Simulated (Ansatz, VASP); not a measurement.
Two plane-wave programs on W

The input INCAR:

```
  PREC = Accurate
  ENCUT = 520
  EDIFF = 1E-6
  ISMEAR = 0
  SIGMA = 0.15
  LREAL = F
  LASPH = T
  NELM = 100
  ALGO = Fast
  ISIF = 2
  LWAVE = F
  LCHARG = F
  GGA = PS
  NBANDS = 13
```

File KPOINTS:

```
regular mesh
0
Gamma
  20 20 20
```

The input POSCAR:

```
W
1.0
   -1.6771650000      1.6771650000      1.6372325000
    1.6771650000     -1.6771650000      1.6372325000
    1.6771650000      1.6771650000     -1.6372325000
W
1
Direct
    0.0000000000      0.0000000000      0.0000000000
```

Input for Ansatz:

```yaml
crystal:
  lattice:
    - [-1.677165, 1.677165, 1.6372325]
    - [1.677165, -1.677165, 1.6372325]
    - [1.677165, 1.677165, -1.6372325]
  atoms:
    - { symbol: W, position: [0.0, 0.0, 0.0] }
basis:
  ecutwfc: 420
kpoints:
  mp_grid: { grid: [20, 20, 20] }
hamiltonian:
  xc: pbesol
scf:
  occupations: { method: gaussian, width: 0.15 }
output:
  forces: true
  stress: true
  eigenvalues: true
```

Change from the starting cell: strain +0.050 along x and y, +0.025 along z, atoms carried along.

Alike in both runs: task single point; functional PBEsol; k mesh 20 × 20 × 20; occupations gaussian, width 0.15 eV; no spin polarisation.

|  | VASP | Ansatz |
| --- | --- | --- |
| version | VASP 6.6.1 | Ansatz 0.2.0 |
| potentials or method | VASP PAW PBE potentials, release 64 (W_sv), cutoff 520 eV | scalar-relativistic, plane waves, PAW |
| valence electrons in the cell | 14 | 14 |

```csv
,VASP,Ansatz,Ansatz less VASP
gap on the k mesh at the Fermi level (eV),none,none,-
pressure (GPa),-36.7,-36.9,-0.22
"traceless stress, the component that is largest in VASP (GPa)",3.80,3.80,+0.002
```

VASP's potentials were made for PBE, not for PBEsol. A gap of «none» marks a metal or a gap that the smearing closes. Both programs put the cell under strong tension, so it lies far from rest at this level. The functional is the same, so the differences come from potentials, cutoffs and numerics.

Spin-orbit coupling is off throughout. Noted on VASP's run: the cell as given lies far from equilibrium.
